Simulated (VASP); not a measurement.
Write the native input for VASP 6.6.1 that does the following.

```yaml
Task: single point
Functional: PBE
Potentials_or_basis: VASP PAW PBE potentials, release 64 (Fe)
Cutoff: 520 eV
k_mesh: 10 × 10 × 10
Occupations: gaussian, width 0.05 eV
Spin: collinear spin, ferromagnetic start
Starting_moments: "[2.4] μB"
Dipole_correction: no
Further_INCAR_settings: ALGO = Fast; EDIFF = 1e-07; NBANDS = 14
```

The structure of Fe lies in POSCAR:

```
Fe
1.0
   -1.4144795494      1.4144795494      1.4144795494
    1.4144795494     -1.4144795494      1.4144795494
    1.4144795494      1.4144795494     -1.4144795494
Fe
1
Direct
    0.0000000000      0.0000000000      0.0000000000
```

These files were run (other wordings do the same):

INCAR

```
ALGO     = Fast           # electronic algorithm
EDIFF    = 1E-7           # SCF threshold, eV
ENCUT    = 520            # plane-wave cutoff, eV
GGA      = PE             # functional
ISIF     = 2              # what is computed and relaxed
ISMEAR   = 0              # smearing method
ISPIN    = 2              # spin polarisation
LASPH    = T              # aspherical terms in the spheres
LCHARG   = F              # write CHGCAR
LMAXMIX  = 4              # l up to which the mixer works
LORBIT   = 11             # projections on sites
LREAL    = F              # projectors in reciprocal space
LWAVE    = F              # write WAVECAR
MAGMOM   = 2.4            # initial moments
NBANDS   = 14             # bands
NELM     = 150            # most SCF steps
PREC     = Accurate       # precision mode
SIGMA    = 0.05           # smearing width, eV
```

KPOINTS

```
k-points
0
Gamma
  10 10 10
```

Potentials or basis: VASP PAW PBE potentials, release 64 (Fe).

Command:

```console
$ cat potpaw_PBE.64/Fe/POTCAR > POTCAR
$ mpirun -np 1 vasp_std > vasp.out
```

It gave:

```yaml
Pressure: -0.6 GPa
Net_moment: 2.13 μB per cell
Site_moments: Fe +2.13 μB
Valence_electrons_inside_the_program's_atomic_spheres: Fe 7.27
```

It took 10 s on 1 thread of Intel(R) Xeon(R) 6975P-C (Granite Rapids) (shared host), peak memory 0.13 GiB.
